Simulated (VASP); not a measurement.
The system is C.

```
C
1.0
     2.57157    0.00000    0.00000
    -1.28578    2.22704    0.00000
     0.00000    0.00000    8.39865
C
8
Direct
  0.66667 0.33333 0.84375
  0.33333 0.66667 0.34375
  0.66667 0.33333 0.65625
  0.33333 0.66667 0.15625
  0.00000 0.00000 0.90625
  0.00000 0.00000 0.40625
  0.00000 0.00000 0.59375
  0.00000 0.00000 0.09375
```

Base run:

| Property | Result |
| --- | --- |
| Program | VASP 6.6.1 |
| Functional | RPBE |
| Potentials or basis | VASP PAW PBE potentials, release 64 (C) |
| Cutoff | 520 eV |
| k mesh | 12 × 12 × 4 |
| Occupations | fermi-dirac, width 0.05 eV |
| Spin | no spin polarisation |

Its results: band gap on the k mesh 4.28 eV (least direct gap 5.06 eV); pressure -14.8 GPa; largest force 0.291 eV/Å.

**Question.** The run is repeated on the same cell with these changes: functional from RPBE to BLYP. What comes out?

**Answer.** Band gap on the k mesh 4.59 eV (least direct gap 5.21 eV); pressure -11.5 GPa; largest force 0.305 eV/Å.

Caveats: the cell stands under tension; the PAW data sets were made with another functional, which shifts forces and pressure a little.

A k mesh can miss the band edges.
